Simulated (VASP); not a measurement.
Input of a VASP 6.6.1 run:

Contents of INCAR:

```
SYSTEM = GaAs
PREC = Accurate
ENCUT = 520
EDIFF = 1E-6
ISMEAR = 0
SIGMA = 0.01
LREAL = .False.
LASPH = .True.
NELM = 60
ALGO = Normal
ISIF = 2
LWAVE = .False.
LCHARG = .False.
GGA = PE
NBANDS = 16
ISYM = 0
```

KPOINTS

```
regular mesh
0
Gamma
  6 6 6
  0 0 0
```

The input POSCAR:

```
GaAs
1.0
    0.0000000000      2.8330850957      2.8330850957
    2.8330850957      0.0000000000      2.8330850957
    2.8330850957      2.8330850957      0.0000000000
Ga As
1 1
Direct
    0.0000000000      0.0000000000      0.0000000000
    0.2500000000      0.2500000000      0.2500000000
```

Potentials or basis: VASP PAW PBE potentials, release 64 (Ga_d, As).

The run is started by

```console
$ cat potpaw_PBE.64/Ga_d/POTCAR potpaw_PBE.64/As/POTCAR > POTCAR
$ mpirun -np 1 vasp_std > vasp.out
```

(1) Predict the band gap on the k mesh.

(2) Predict the pressure.

## Answers

(1) 0.47 eV, direct.

(2) 2.9 GPa.
